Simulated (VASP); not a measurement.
# InSe (P-1) in VASP: single point with PBEsol

Aim: the single point of InSe with PBEsol.

Program: VASP 6.6.1. These are calculated values, not measurements. Logs are shortened: lines on timing, memory, paths and dates and some standing lists are left out, and cuts for length are marked.

### 1 The cell of the first run

The typed cell holds 4 atoms: a = 6.160 Å, b = 6.277 Å, c = 4.565 Å, α = 107.16°, β = 108.22°, γ = 38.59°.

### 2 Single point, PBEsol (equal xy, yz and zx shear strains of +3 %)

Contents of INCAR:

```
SYSTEM = InSe
ALGO = Normal
EDIFF = 1E-6
ENCUT = 520
GGA = PS
ISIF = 2
ISMEAR = -1
LASPH = .True.
LCHARG = .False.
LREAL = .False.
LWAVE = .False.
NBANDS = 27
NELM = 60
PREC = Accurate
SIGMA = 0.02
```

Contents of KPOINTS:

```
k-points
0
Gamma
  7 7 6
  0 0 0
```

Contents of POSCAR:

```
InSe
1.0
    5.8370776766     -1.9669814598      0.0571935402
    5.8987276766      2.1430185402      0.1188435402
   -1.5345608501      0.0408636106      4.2996651710
In Se
2 2
Direct
    0.8840000000      0.8840000000      0.0050000000
    0.1160000000      0.1160000000      0.9950000000
    0.6600000000      0.6600000000      0.6420000000
    0.3400000000      0.3400000000      0.3580000000
```

Potentials or basis: VASP PAW PBE potentials, release 64 (In_d, Se).

Command:

```
$ cat potpaw_PBE.64/In_d/POTCAR potpaw_PBE.64/Se/POTCAR > POTCAR
$ mpirun -np 1 vasp_std > vasp.out
```

OUTCAR:

```text
SYSTEM = InSe
   EDIFF = 1E-6
   ENCUT = 520
   GGA = PS
   ISIF = 2
   ISMEAR = -1
   LASPH = .True.
   LREAL = .False.
   NELM = 60
   PREC = Accurate

 ion  position               nearest neighbor table
   1  0.884  0.884  0.005-   3 2.62   2 2.74   4 2.75   4 2.77   2 3.69   2 3.80
   2  0.116  0.116  0.995-   4 2.62   1 2.74   3 2.75   3 2.77   1 3.69   1 3.80
   3  0.660  0.660  0.642-   1 2.62   2 2.75   2 2.77
   4  0.340  0.340  0.358-   2 2.62   1 2.75   1 2.77

  LATTYP: Found a triclinic cell.
 ALAT       =     8.3836321705
 B/A-ratio  =     1.0182107164
 C/A-ratio  =     1.2024708777
 COS(alpha) =     0.0099393081
 COS(beta)  =     0.5073722718
 COS(gamma) =     0.8545358019

  Lattice vectors:

 A1 = (   5.7754276766,  -6.0769814598,  -0.0044564598)
 A2 = (   4.2408668265,  -6.0361178492,   4.2952087112)
 A3 = (   3.0074717002,  -4.1917272212,  -8.6609803420)

Analysis of symmetry for initial positions (statically):
=====================================================================
 Subroutine PRICEL returns:
 Original cell was already a primitive cell.

 Routine SETGRP: Setting up the symmetry group for a
 triclinic supercell.

 Subroutine GETGRP returns: Found  2 space group operations
 (whereof  2 operations were pure point group operations)
 out of a pool of  2 trial point group operations.

The static configuration has the point symmetry S_2 .

Analysis of symmetry for dynamics (positions and initial velocities):
=====================================================================
 Subroutine PRICEL returns:
 Original cell was already a primitive cell.

 Routine SETGRP: Setting up the symmetry group for a
 triclinic supercell.

 Subroutine GETGRP returns: Found  2 space group operations
 (whereof  2 operations were pure point group operations)
 out of a pool of  2 trial point group operations.

The dynamic configuration has the point symmetry S_2 .

 Subroutine INISYM returns: Found  2 space group operations
 (whereof  2 operations are pure point group operations),
 and found     1 'primitive' translations

----------------------------------------------------------------------------------------

                                     Primitive cell

  volume of cell :     104.2043

  direct lattice vectors                    reciprocal lattice vectors
     5.837077677 -1.966981460  0.057193540     0.088378378 -0.245142762  0.033872269
     5.898727677  2.143018540  0.118843540     0.081183789  0.241691080  0.026677681
    -1.534560850  0.040863611  4.299665171    -0.003419532 -0.003419532  0.231388309

  length of vectors
     6.159850888  6.277072602  4.565486548     0.262779455  0.256353437  0.231438839

  position of ions in fractional coordinates (direct lattice)
     0.884000000  0.884000000  0.005000000
     0.116000000  0.116000000  0.995000000
     0.660000000  0.660000000  0.642000000
     0.340000000  0.340000000  0.358000000

  ion indices of the primitive-cell ions
   primitive index   ion index
                 1           1
                 2           2
                 3           3
                 4           4

----------------------------------------------------------------------------------------

 KPOINTS: k-points

Automatic generation of k-mesh.
 Grid dimensions read from file:
 generate k-points for:    7    7    6

 Generating k-lattice:

  Cartesian coordinates                     Fractional coordinates (reciprocal lattice)
     0.012625483 -0.035020395  0.004838896     0.142857143 -0.000000000  0.000000000
     0.011597684  0.034527297  0.003811097    -0.000000000  0.142857143  0.000000000
    -0.000569922 -0.000569922  0.038564718     0.000000000  0.000000000  0.166666667

  Length of vectors
     0.037539922  0.036621920  0.038573140

  Shift w.r.t. Gamma in fractional coordinates (k-lattice)
     0.000000000  0.000000000  0.000000000

 Subroutine IBZKPT returns following result:
 ===========================================

 Found    148 irreducible k-points:

 Following reciprocal coordinates:
            Coordinates               Weight
  0.000000  0.000000  0.000000      1.000000
  0.142857 -0.000000 -0.000000      2.000000
  0.285714 -0.000000  0.000000      2.000000
  0.428571  0.000000 -0.000000      2.000000
  0.000000  0.142857 -0.000000      2.000000
  0.142857  0.142857 -0.000000      2.000000
[... 16 lines left out ...]
 -0.428571  0.428571  0.000000      2.000000
 -0.285714  0.428571  0.000000      2.000000
 [... further k-points ...]
   k-points           NKPTS =    148   k-points in BZ     NKDIM =    148   number of bands    NBANDS=     27
   number of dos      NEDOS =    301   number of ions     NIONS =      4
   total plane-waves  NPLWV =  82944
   dimension x,y,z NGX =    48 NGY =   48 NGZ =   36
   dimension x,y,z NGXF=    96 NGYF=   96 NGZF=   72
   ions per type =               2   2
   NGX,Y,Z   is equivalent  to a cutoff of  12.95, 12.71, 13.11 a.u.
   NGXF,Y,Z  is equivalent  to a cutoff of  25.91, 25.43, 26.22 a.u.
 SYSTEM =  InSe
   PREC   = accura    normal or accurate (medium, high low for compatibility)
   ISTART =      0    job   : 0-new  1-cont  2-samecut
   ICHARG =      2    charge: 1-file 2-atom 10-const
   ISPIN  =      1    spin polarized calculation?
   LNONCOLLINEAR =      F non collinear calculations
   LSORBIT =      F    spin-orbit coupling
   LASPH  =      T    aspherical Exc in radial PAW
   ENCUT  =  520.0 eV  38.22 Ry    6.18 a.u.  11.45 11.67  8.49*2*pi/ulx,y,z
   NELM   =     60;   NELMIN=  2; NELMDL= -5     # of ELM steps
   EDIFF  = 0.1E-05   stopping-criterion for ELM
   LREAL  =      F    real-space projection
   EDIFFG = 0.1E-04   stopping-criterion for IOM
   NSW    =      0    number of steps for IOM
   IBRION =     -1    ionic relax: 0-MD 1-quasi-New 2-CG
   NFREE  =      0    steps in history (QN), initial steepest desc. (CG)
   ISIF   =      2    stress and relaxation
   ISYM   =      2    0-nonsym 1-usesym 2-fastsym
   POTIM  = 0.5000    time-step for ionic-motion
   TEBEG  =    0.0;   TEEND  =   0.0 temperature during run
   PSTRESS=    0.0 pullay stress
   NELECT =      38.0000    total number of electrons
   NUPDOWN=      -1.0000    fix difference up-down
   EMIN   =  10.00;   EMAX   =-10.00  energy-range for DOS
   EFERMI =   0.00;   METHOD = LEGACY
   ISMEAR =    -1;   SIGMA  =   0.02  broadening in eV -4-tet -1-fermi 0-gaus
   EFERMI_NEDOS =   21; number of points for ismear=-14 and -15
   IALGO  =     38    algorithm
   IMIX   =      4    mixing-type and parameters
     AMIX     =   0.40;   BMIX     =  1.00
     AMIX_MAG =   1.60;   BMIX_MAG =  1.00
  volume/ion in A,a.u.               =      26.05       175.80
  Fermi-wavevector in a.u.,A,eV,Ry     =   1.169609  2.210241 18.612580  1.367986
  Thomas-Fermi vector in A             =   2.306080
   LORBIT       =      0    0 simple, 1 ext, 2 COOP (PROOUT), +10 PAW based schemes
   GGA     = PS    functional components
   LHFCALC =     F    Hartree Fock is set to
   AEXX    =    0.0000 exact exchange contribution
   IVDW    =     0    specifies the selected vdW correction
   LEPSILON=     F    determine dielectric tensor
   LRPA    =     F    only Hartree local field effects (RPA)
 non-spin polarized calculation
  energy-cutoff  :      520.00
  volume of cell :      104.20
 maximum number of plane-waves:      2827
 NGX is ok and might be reduce to    48
   NGX = 23   NGY = 23   NGZ = 17

 number of electron      38.0000001 magnetization

 Free energy of the ion-electron system (eV)
  ---------------------------------------------------
  ext. energy  EPLUGINS =         0.00000000
  ---------------------------------------------------
  free energy    TOTEN  =       -15.47289177 eV

  energy without entropy =      -15.47289177  energy(sigma->0) =      -15.47289177

 E-fermi :   5.2230     XC(G=0):  -9.7700

 val. band max:        4.8456934828   @ k =  -0.2857  -0.2857   0.3333
 cond. band min:       5.5944044839   @ k =   0.4286   0.4286  -0.0000
 fundamental gap:      0.7487110012
 Fermi energy:         5.2229591993

 k-point     1 :       0.0000    0.0000    0.0000
  band No.  band energies     occupation
      1      -9.8086      2.00000
      2      -9.7826      2.00000
      3      -9.4850      2.00000
      4      -9.4615      2.00000
      5      -9.4259      2.00000
      6      -9.4244      2.00000
[... 19 lines left out ...]
     26      11.8235      0.00000
     27      13.3086      0.00000

 k-point     2 :       0.1429   -0.0000   -0.0000
  band No.  band energies     occupation
      1      -9.8190      2.00000
      2      -9.7637      2.00000
      3      -9.5257      2.00000
      4      -9.4573      2.00000
      5      -9.4441      2.00000
      6      -9.4139      2.00000
[... 19 lines left out ...]
     26      11.8507      0.00000
     27      13.1545      0.00000

 k-point     3 :       0.2857   -0.0000    0.0000
  band No.  band energies     occupation
      1      -9.8272      2.00000
      2      -9.7466      2.00000
      3      -9.5737      2.00000
      4      -9.4943      2.00000
      5      -9.4337      2.00000
      6      -9.4269      2.00000
[... 19 lines left out ...]
     26      12.0858      0.00000
     27      12.7106      0.00000

 k-point     4 :       0.4286    0.0000   -0.0000
  band No.  band energies     occupation
      1      -9.8298      2.00000
      2      -9.7514      2.00000
      3      -9.5700      2.00000
      4      -9.5375      2.00000
      5      -9.4365      2.00000
      6      -9.4212      2.00000
[... 19 lines left out ...]
     26      12.0091      0.00000
     27      12.9818      0.00000
[... 516 lines left out ...]
      4      -9.4959      2.00000
      5      -9.4393      2.00000
      6      -9.4135      2.00000
[... 19 lines left out ...]
     26      11.6248      0.00000
     27      12.1886      0.00000

 k-point    23 :      -0.4286    0.4286    0.0000
  band No.  band energies     occupation
      1      -9.8885      2.00000
      2      -9.5789      2.00000
      3      -9.5769      2.00000
      4      -9.5050      2.00000
      5      -9.4596      2.00000
      6      -9.4031      2.00000
[... 19 lines left out ...]
     26      11.1942      0.00000
     27      11.4574      0.00000

 k-point    24 :      -0.2857    0.4286    0.0000
  band No.  band energies     occupation
      1      -9.8728      2.00000
      2      -9.6394      2.00000
      3      -9.5774      2.00000
      4      -9.5142      2.00000
      5      -9.4686      2.00000
      6      -9.4097      2.00000
[... 19 lines left out ...]
     26      11.1941      0.00000
     27      11.2774      0.00000

 [... further k-points ...]

------------------------ aborting loop because EDIFF is reached ----------------------------------------

  FORCE on cell =-STRESS in cart. coord.  units (eV):
  Direction    XX          YY          ZZ          XY          YZ          ZX
  --------------------------------------------------------------------------------------
  -------------------------------------------------------------------------------------
  Total        0.8607110     -0.6972666     -0.7363997     -0.3096208     -0.3679676      0.4852775
  in kB       13.2337332    -10.7207174    -11.3224022     -4.7605276     -5.6576310      7.4613108
  external PRESSURE =      -2.9364621 kB  Pullay stress =       0.0000000 kB

 VOLUME and BASIS-vectors are now :
 -----------------------------------------------------------------------------
  energy-cutoff  :      520.00
  volume of cell :      104.20
      direct lattice vectors                 reciprocal lattice vectors
     5.837077677 -1.966981460  0.057193540     0.088378378 -0.245142762  0.033872269
     5.898727677  2.143018540  0.118843540     0.081183789  0.241691080  0.026677681
    -1.534560850  0.040863611  4.299665171    -0.003419532 -0.003419532  0.231388309

 POSITION                                       TOTAL-FORCE (eV/Angst)
 -----------------------------------------------------------------------------------
     10.36678      0.15582      0.17712        -0.289058      0.036926      0.379538
     -0.16553      0.06108      4.29859         0.289058     -0.036926     -0.379538
      6.76044      0.14242      2.87657        -0.484503      0.125335      0.084522
      3.44080      0.07448      1.59913         0.484503     -0.125335     -0.084522
 -----------------------------------------------------------------------------------
    total drift:                               -0.000000     -0.000000      0.000000

  FREE ENERGIE OF THE ION-ELECTRON SYSTEM (eV)
  ---------------------------------------------------
  free  energy   TOTEN  =       -15.4728917702 eV

  energy  without entropy=      -15.4728917701  energy(sigma->0) =      -15.47289177
```

It took 4.3 min on 1 thread of AMD EPYC 9R45 (Zen 5), shared host; peak memory 0.5 GiB.

What came out:

```yaml
Free_energy: -15.4729 eV
Pressure: -0.3 GPa
Largest_force: 0.508 eV/Å
Band_gap_on_the_k_mesh: 0.75 eV (least direct gap 1.15 eV)
```

Forces in eV/Å, atoms in the order of the input:
```
In  -0.289  0.037  0.380
In   0.289 -0.037 -0.380
Se  -0.485  0.125  0.085
Se   0.485 -0.125 -0.085
```

Caveat: the cell differs from its parent crystal (equal xy, yz and zx shear strains of +3 %); the PAW data sets were made with another functional, which shifts forces and pressure a little; spin-orbit coupling is left out, which moves the levels of the heavy elements. A k mesh can miss the band edges.
